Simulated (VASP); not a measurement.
# RbHoBr4: single point with PBE

RbHoBr4:

```xyz
6
Lattice="5.3707 0.0000 0.0000 -2.6854 4.6512 0.0000 0.0000 0.0000 11.6967" Properties=species:S:1:pos:R:3 pbc="T T T"
Rb    0.0000    0.0000    0.0000
Ho    0.0000    0.0000    5.8483
Br    0.0000    0.0000    8.6080
Br    0.0000    0.0000    3.0887
Br    0.0000    3.1008    5.8483
Br    2.6854    1.5504    5.8483
```

The cell was built from a structure type or drawn by symmetry, and may not be a known phase.

```json
{
 "Program": "VASP 6.6.1",
 "Task": "single point",
 "Functional": "PBE",
 "Potentials or basis": "VASP PAW PBE potentials, release 64 (Rb_sv, Ho_3, Br), 4f in core",
 "Cutoff": "500 eV",
 "k mesh": "6 × 6 × 4",
 "Occupations": "gaussian, width 0.02 eV",
 "Spin": "no spin polarisation",
 "Dipole correction": "no",
 "Mended": "yes",
 "Further INCAR settings": "ALGO = Normal; EDIFF = 1e-06; NBANDS = 32"
}
```

```json
{"Pressure": "0.0 GPa", "Largest force": "0.009 eV/Å", "Band gap on the k mesh": "0.86 eV (least direct gap 1.79 eV)"}
```

Forces on the atoms (eV/Å):
```
Rb   0.000  0.000  0.000
Ho   0.000  0.000  0.000
Br   0.000  0.000 -0.009
Br   0.000  0.000  0.009
Br   0.000  0.000  0.000
Br   0.000  0.000  0.000
```

Stress tensor (GPa, compression positive):
```
-0.03  0.00  0.00
 0.00 -0.03  0.00
 0.00  0.00  0.06
```

Levels at points of the mesh, in eV from the valence-band top:
```csv
k point,band 21,band 22,band 23,band 24,band 25,band 26
"(0.00, 0.00, 0.00)",-0.99,-0.99,-0.93,0.86,3.11,3.11
"(0.50, 0.00, 0.00)",-1.52,-1.24,-1.11,2.46,2.92,3.04
"(0.00, 0.00, 0.50)",-1.00,-1.00,-0.93,0.95,3.17,3.17
"(0.50, 0.00, 0.50)",-1.50,-1.24,-1.11,2.51,2.90,2.99
```

Wall time 4.5 min on 1 thread of Intel(R) Xeon(R) 6975P-C (Granite Rapids), on a shared host, peak memory 0.48 GiB.

Caveat: spin-orbit coupling is left out, which moves the levels of the heavy elements; the 4f electrons are frozen in the core, so they carry no moment and show no levels. A k mesh can miss the band edges.
